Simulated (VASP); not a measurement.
# Ge (P6_3/mmc) in VASP: notebook

The runs below take Ge through single point, with PBE.

Program: VASP 6.6.1. These are calculated values, not measurements. Logs are shortened: lines on timing, memory, paths and dates and some standing lists are left out, and cuts for length are marked.

## 1. The cell of the first run

It takes space group P6_3/mmc (No. 194, hexagonal). The conventional cell has a = 4.119 Å, b = 4.119 Å, c = 6.793 Å, α = 90.00°, β = 90.00°, γ = 120.00°. Within 3.3 Å of Ge (site symmetry 3m) lie 4 Ge at 2.53 to 2.55 Å.

## 2. Single point, PBE

File INCAR:

```
SYSTEM = Ge
PREC     = Accurate       ! precision mode
ENCUT    = 520            ! plane-wave cutoff, eV
EDIFF    = 1E-6           ! SCF threshold, eV
ISMEAR   = 0              ! smearing method
SIGMA    = 0.1            ! smearing width, eV
LREAL    = .False.        ! projectors in reciprocal space
LASPH    = .True.         ! aspherical terms in the spheres
NELM     = 60             ! most SCF steps
ALGO     = Normal         ! electronic algorithm
ISIF     = 2              ! what is computed and relaxed
LWAVE    = .False.        ! write WAVECAR
LCHARG   = .False.        ! write CHGCAR
GGA      = PE             ! functional
NBANDS   = 36             ! bands
```

File KPOINTS:

```
Automatic mesh
0
Gamma
  15 15 8
  0 0 0
```

File POSCAR:

```
Ge
1.0
    4.1190290588      0.0000000000      0.0000000000
   -2.0595145294      3.5671838038      0.0000000000
    0.0000000000      0.0000000000      6.7929161140
Ge
4
Direct
    0.6666666667      0.3333333333      0.0626436466
    0.3333333333      0.6666666667      0.5626436466
    0.6666666667      0.3333333333      0.4373563534
    0.3333333333      0.6666666667      0.9373563534
```

Potentials or basis: VASP PAW PBE potentials, release 64 (Ge_d).

Command:

```sh
> cat potpaw_PBE.64/Ge_d/POTCAR > POTCAR
> mpirun -np 1 vasp_std > vasp.out
```

OUTCAR:

```text
SYSTEM = Ge
   PREC = Accurate
   ENCUT = 520
   EDIFF = 1E-6
   ISMEAR = 0
   LREAL = .False.
   LASPH = .True.
   NELM = 60
   ISIF = 2
   GGA = PE

 ion  position               nearest neighbor table
   1  0.667  0.333  0.063-   4 2.53   4 2.53   4 2.53   3 2.55
   2  0.333  0.667  0.563-   3 2.53   3 2.53   3 2.53   4 2.55
   3  0.667  0.333  0.437-   2 2.53   2 2.53   2 2.53   1 2.55
   4  0.333  0.667  0.937-   1 2.53   1 2.53   1 2.53   2 2.55

  LATTYP: Found a hexagonal cell.
 ALAT       =     4.1190290588
 C/A-ratio  =     1.6491546957

  Lattice vectors:

 A1 = (   4.1190290588,   0.0000000000,   0.0000000000)
 A2 = (  -2.0595145294,   3.5671838038,   0.0000000000)
 A3 = (   0.0000000000,   0.0000000000,   6.7929161140)

Analysis of symmetry for initial positions (statically):
=====================================================================
 Subroutine PRICEL returns:
 Original cell was already a primitive cell.

 Routine SETGRP: Setting up the symmetry group for a
 hexagonal supercell.

 Subroutine GETGRP returns: Found 24 space group operations
 (whereof 12 operations were pure point group operations)
 out of a pool of 24 trial point group operations.

The static configuration has the point symmetry D_3d.
 The point group associated with its full space group is D_6h.

Analysis of symmetry for dynamics (positions and initial velocities):
=====================================================================
 Subroutine PRICEL returns:
 Original cell was already a primitive cell.

 Routine SETGRP: Setting up the symmetry group for a
 hexagonal supercell.

 Subroutine GETGRP returns: Found 24 space group operations
 (whereof 12 operations were pure point group operations)
 out of a pool of 24 trial point group operations.

The dynamic configuration has the point symmetry D_3d.
 The point group associated with its full space group is D_6h.

 Subroutine INISYM returns: Found 24 space group operations
 (whereof 12 operations are pure point group operations),
 and found     1 'primitive' translations

----------------------------------------------------------------------------------------

                                     Primitive cell

  volume of cell :      99.8106

  direct lattice vectors                    reciprocal lattice vectors
     4.119029059  0.000000000  0.000000000     0.242775660  0.140166593  0.000000000
    -2.059514529  3.567183804  0.000000000     0.000000000  0.280333186  0.000000000
     0.000000000  0.000000000  6.792916114     0.000000000  0.000000000  0.147212182

  length of vectors
     4.119029059  4.119029059  6.792916114     0.280333186  0.280333186  0.147212182

  position of ions in fractional coordinates (direct lattice)
     0.666666667  0.333333333  0.062643647
     0.333333333  0.666666667  0.562643647
     0.666666667  0.333333333  0.437356353
     0.333333333  0.666666667  0.937356353

  ion indices of the primitive-cell ions
   primitive index   ion index
                 1           1
                 2           2
                 3           3
                 4           4

----------------------------------------------------------------------------------------

 KPOINTS: Automatic mesh

Automatic generation of k-mesh.
 Grid dimensions read from file:
 generate k-points for:   15   15    8

 Generating k-lattice:

  Cartesian coordinates                     Fractional coordinates (reciprocal lattice)
     0.016185044  0.009344440  0.000000000     0.066666667  0.000000000  0.000000000
     0.000000000  0.018688879  0.000000000     0.000000000  0.066666667  0.000000000
     0.000000000  0.000000000  0.018401523     0.000000000  0.000000000  0.125000000

  Length of vectors
     0.018688879  0.018688879  0.018401523

  Shift w.r.t. Gamma in fractional coordinates (k-lattice)
     0.000000000  0.000000000  0.000000000

 Subroutine IBZKPT returns following result:
 ===========================================

 Found    135 irreducible k-points:

 Following reciprocal coordinates:
            Coordinates               Weight
  0.000000  0.000000  0.000000      1.000000
  0.066667 -0.000000  0.000000      6.000000
  0.133333  0.000000  0.000000      6.000000
  0.200000  0.000000  0.000000      6.000000
  0.266667  0.000000  0.000000      6.000000
  0.333333  0.000000  0.000000      6.000000
[... 16 lines left out ...]
  0.333333  0.200000  0.000000     12.000000
  0.400000  0.200000  0.000000      6.000000
 [... further k-points ...]
   k-points           NKPTS =    135   k-points in BZ     NKDIM =    135   number of bands    NBANDS=     36
   number of dos      NEDOS =    301   number of ions     NIONS =      4
   total plane-waves  NPLWV =  55296
   dimension x,y,z NGX =    32 NGY =   32 NGZ =   54
   dimension x,y,z NGXF=    64 NGYF=   64 NGZF=  108
   ions per type =               4
   NGX,Y,Z   is equivalent  to a cutoff of  12.92, 12.92, 13.22 a.u.
   NGXF,Y,Z  is equivalent  to a cutoff of  25.83, 25.83, 26.43 a.u.
 SYSTEM =  Ge
   PREC   = accura    normal or accurate (medium, high low for compatibility)
   ISTART =      0    job   : 0-new  1-cont  2-samecut
   ICHARG =      2    charge: 1-file 2-atom 10-const
   ISPIN  =      1    spin polarized calculation?
   LNONCOLLINEAR =      F non collinear calculations
   LSORBIT =      F    spin-orbit coupling
   LASPH  =      T    aspherical Exc in radial PAW
   ENCUT  =  520.0 eV  38.22 Ry    6.18 a.u.   7.66  7.66 12.63*2*pi/ulx,y,z
   NELM   =     60;   NELMIN=  2; NELMDL= -5     # of ELM steps
   EDIFF  = 0.1E-05   stopping-criterion for ELM
   LREAL  =      F    real-space projection
[... 7 lines left out ...]
   TEBEG  =    0.0;   TEEND  =   0.0 temperature during run
   PSTRESS=    0.0 pullay stress
   NELECT =      56.0000    total number of electrons
   NUPDOWN=      -1.0000    fix difference up-down
   EMIN   =  10.00;   EMAX   =-10.00  energy-range for DOS
   EFERMI =   0.00;   METHOD = LEGACY
   ISMEAR =     0;   SIGMA  =   0.10  broadening in eV -4-tet -1-fermi 0-gaus
   EFERMI_NEDOS =   21; number of points for ismear=-14 and -15
   IALGO  =     38    algorithm
   IMIX   =      4    mixing-type and parameters
     AMIX     =   0.40;   BMIX     =  1.00
     AMIX_MAG =   1.60;   BMIX_MAG =  1.00
  volume/ion in A,a.u.               =      24.95       168.39
  Fermi-wavevector in a.u.,A,eV,Ry     =   1.350243  2.551590 24.805550  1.823156
  Thomas-Fermi vector in A             =   2.477764
   LORBIT       =      0    0 simple, 1 ext, 2 COOP (PROOUT), +10 PAW based schemes
   GGA     = PE    functional components
   LHFCALC =     F    Hartree Fock is set to
   AEXX    =    0.0000 exact exchange contribution
   IVDW    =     0    specifies the selected vdW correction
   LEPSILON=     F    determine dielectric tensor
   LRPA    =     F    only Hartree local field effects (RPA)
 non-spin polarized calculation
 Gauss-broadening in eV      SIGMA  =   0.10
  energy-cutoff  :      520.00
  volume of cell :       99.81
 maximum number of plane-waves:      2726
 NGX is ok and might be reduce to    32
   NGX = 15   NGY = 15   NGZ = 25

 number of electron      56.0000021 magnetization

 Free energy of the ion-electron system (eV)
  ---------------------------------------------------
  ext. energy  EPLUGINS =         0.00000000
  ---------------------------------------------------
  free energy    TOTEN  =       -17.96901970 eV

  energy without entropy =      -17.96852212  energy(sigma->0) =      -17.96877091

 E-fermi :   4.1595     XC(G=0):  -9.4656

 val. band max:        4.1400990157   @ k =   0.0000   0.0000   0.1250
 cond. band min:       4.2305543215   @ k =   0.0000   0.0000   0.0000
 fundamental gap:      0.0904553057
 Fermi energy:         4.1595069735

 k-point     1 :       0.0000    0.0000    0.0000
  band No.  band energies     occupation
      1     -20.6391      2.00000
      2     -20.6391      2.00000
      3     -20.6097      2.00000
      4     -20.6097      2.00000
      5     -20.6092      2.00000
      6     -20.5971      2.00000
[... 28 lines left out ...]
     35       8.5079      0.00000
     36      10.1334      0.00000

 k-point     2 :       0.0667   -0.0000    0.0000
  band No.  band energies     occupation
      1     -20.6416      2.00000
      2     -20.6399      2.00000
      3     -20.6115      2.00000
      4     -20.6110      2.00000
      5     -20.6097      2.00000
      6     -20.5939      2.00000
[... 28 lines left out ...]
     35       8.6887      0.00000
     36      10.4029      0.00000

 k-point     3 :       0.1333    0.0000    0.0000
  band No.  band energies     occupation
      1     -20.6466      2.00000
      2     -20.6417      2.00000
      3     -20.6166      2.00000
      4     -20.6143      2.00000
      5     -20.6093      2.00000
      6     -20.5882      2.00000
[... 28 lines left out ...]
     35       9.1821      0.00000
     36      10.2534      0.00000

 k-point     4 :       0.2000    0.0000    0.0000
  band No.  band energies     occupation
      1     -20.6512      2.00000
      2     -20.6438      2.00000
      3     -20.6223      2.00000
      4     -20.6181      2.00000
      5     -20.6079      2.00000
      6     -20.5831      2.00000
[... 28 lines left out ...]
     35       9.7658      0.00000
     36       9.8907      0.00000

 k-point     5 :       0.2667    0.0000    0.0000
  band No.  band energies     occupation
      1     -20.6538      2.00000
      2     -20.6455      2.00000
      3     -20.6281      2.00000
      4     -20.6216      2.00000
      5     -20.6048      2.00000
      6     -20.5790      2.00000
[... 655 lines left out ...]
 k-point    22 :       0.2667    0.2000    0.0000
  band No.  band energies     occupation
      1     -20.6552      2.00000
      2     -20.6524      2.00000
      3     -20.6387      2.00000
      4     -20.6363      2.00000
      5     -20.5795      2.00000
      6     -20.5619      2.00000
[... 28 lines left out ...]
     35      10.0153      0.00000
     36      10.7753      0.00000

 k-point    23 :       0.3333    0.2000    0.0000
  band No.  band energies     occupation
      1     -20.6563      2.00000
      2     -20.6510      2.00000
      3     -20.6431      2.00000
      4     -20.6389      2.00000
      5     -20.5700      2.00000
      6     -20.5531      2.00000
[... 28 lines left out ...]
     35      10.5907      0.00000
     36      11.4514      0.00000

 k-point    24 :       0.4000    0.2000    0.0000
  band No.  band energies     occupation
      1     -20.6565      2.00000
      2     -20.6498      2.00000
      3     -20.6454      2.00000
      4     -20.6398      2.00000
      5     -20.5653      2.00000
      6     -20.5463      2.00000
[... 28 lines left out ...]
     35      11.2515      0.00000
     36      11.4967      0.00000

 [... further k-points ...]

------------------------ aborting loop because EDIFF is reached ----------------------------------------

  FORCE on cell =-STRESS in cart. coord.  units (eV):
  Direction    XX          YY          ZZ          XY          YZ          ZX
  --------------------------------------------------------------------------------------
  -------------------------------------------------------------------------------------
  Total       -1.5348353     -1.5348353     -1.5442412      0.0000000      0.0000000      0.0000000
  in kB      -24.6374513    -24.6374513    -24.7884355      0.0000000      0.0000000      0.0000000
  external PRESSURE =     -24.6877794 kB  Pullay stress =       0.0000000 kB

 VOLUME and BASIS-vectors are now :
 -----------------------------------------------------------------------------
  energy-cutoff  :      520.00
  volume of cell :       99.81
      direct lattice vectors                 reciprocal lattice vectors
     4.119029059  0.000000000  0.000000000     0.242775660  0.140166593  0.000000000
    -2.059514529  3.567183804  0.000000000     0.000000000  0.280333186  0.000000000
     0.000000000  0.000000000  6.792916114     0.000000000  0.000000000  0.147212182

 POSITION                                       TOTAL-FORCE (eV/Angst)
 -----------------------------------------------------------------------------------
      2.05951      1.18906      0.42553        -0.000000      0.000000      0.001779
     -0.00000      2.37812      3.82199         0.000000      0.000000      0.001779
      2.05951      1.18906      2.97093        -0.000000      0.000000     -0.001779
     -0.00000      2.37812      6.36738         0.000000     -0.000000     -0.001779
 -----------------------------------------------------------------------------------
    total drift:                                0.000000     -0.000000      0.000000

  FREE ENERGIE OF THE ION-ELECTRON SYSTEM (eV)
  ---------------------------------------------------
  free  energy   TOTEN  =       -17.9690197018 eV

  energy  without entropy=      -17.9685221198  energy(sigma->0) =      -17.96877091
```

Wall time 3.4 min (1 thread of Intel Xeon Platinum 8488C (Sapphire Rapids), shared host); peak memory 0.45 GiB.

What came out:

| Property | Result |
| --- | --- |
| Free energy | -17.9690 eV |
| Pressure | -2.5 GPa |
| Band gap on the k mesh | zero (band 28 reaches 4.14 eV, above the bottom of band 29 at 4.02 eV) |

## 3. Single point, PBE (equal strain along all axes, cell held: +3.0 %, then relaxed in part)

File INCAR:

```
ALGO = Normal
EDIFF = 1E-6
ENCUT = 520
GGA = PE
ISIF = 2
ISMEAR = 0
LASPH = True
LCHARG = True
LELF = True
LREAL = False
LVHAR = True
LWAVE = False
NBANDS = 36
NELM = 80
PREC = Accurate
SIGMA = 0.1
```

File KPOINTS:

```
k-points
0
Gamma
  15 15 8
```

File POSCAR:

```
Ge
1.0
    4.1799014094      0.0000000000      0.0000000000
   -2.0899507047      3.6199008059      0.0000000000
    0.0000000000      0.0000000000      6.8933040368
Ge
4
Direct
    0.6666666667      0.3333333333      0.0625292392
    0.3333333333      0.6666666667      0.5625292392
    0.6666666667      0.3333333333      0.4374707608
    0.3333333333      0.6666666667      0.9374707608
```

Potentials or basis: VASP PAW PBE potentials, release 64 (Ge_d).

Command:

```sh
> cat potpaw_PBE.64/Ge_d/POTCAR > POTCAR
> mpirun -np 1 vasp_std > vasp.out
```

Run time: 3.2 min. Hardware: 1 thread of Intel Xeon Platinum 8488C (Sapphire Rapids), shared host; peak memory 0.46 GiB.

It converged, with:

- Free energy: -17.8746 eV
- Pressure: -4.3 GPa
- Band gap on the k mesh: zero (band 28 reaches 3.76 eV, above the bottom of band 29 at 3.54 eV)

Forces on the atoms (eV/Å):
```
Ge   0.000  0.000  0.003
Ge   0.000  0.000  0.003
Ge   0.000  0.000 -0.003
Ge   0.000  0.000 -0.003
```

Levels at points of the mesh, in eV from the Fermi level:
```tsv
k point	band 26	band 27	band 28	band 29	band 30	band 31
(0.00, 0.00, 0.00)	-1.17	-0.41	-0.11	0.08	0.08	2.25
(0.00, 0.00, 0.50)	-0.74	-0.74	-0.74	0.28	0.28	3.24
```

Caveat: the cell differs from its parent crystal (equal strain along all axes, cell held: +3.0 %, then relaxed in part).

[end of part 1 of 2]
